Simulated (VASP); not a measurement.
Fe3Ge, 4 atoms in the cell. It takes space group Fm-3m (No. 225, cubic). Conventional cell: a = 5.713 Å, b = 5.713 Å, c = 5.713 Å, α = 90.00°, β = 90.00°, γ = 90.00°. Ge (site symmetry m-3m) has 14 Fe at 2.47 to 2.86 Å within 3.3 Å. Fe (site symmetry -43m) has 4 Ge at 2.47 Å and 10 Fe at 2.47 to 2.86 Å within 3.3 Å. Fe (site symmetry m-3m) has 8 Fe at 2.47 Å and 6 Ge at 2.86 Å within 3.3 Å. 

```yaml
Program: VASP 6.6.1
Task: single point
Functional: PBEsol
Potentials_or_basis: VASP PAW PBE potentials, release 64 (Ge_d, Fe)
Cutoff: 520 eV
k_mesh: 8 × 8 × 8
Occupations: fermi-dirac, width 0.05 eV
Spin: collinear spin, ferromagnetic start
Starting_moments: "[0.0, 3.0, 3.0, 3.0] μB"
Dipole_correction: no
Further_INCAR_settings: ALGO = Fast; EDIFF = 1e-07; NBANDS = 31
```

Potentials or basis: VASP PAW PBE potentials, release 64 (Ge_d, Fe).

Launch:

```sh
$ cat potpaw_PBE.64/Ge_d/POTCAR potpaw_PBE.64/Fe/POTCAR > POTCAR
$ mpirun -np 1 vasp_std > vasp.out
```

Hardware: 1 thread of AMD EPYC 7R13 Processor (Zen 3), with other jobs on the host.

Problem. Estimate the wall time of this run.

Solution. Run time: 2.1 min on 1 thread of AMD EPYC 7R13 Processor (Zen 3), on a shared host, peak memory 0.19 GiB. Counts: scf iterations 19, k points 29.
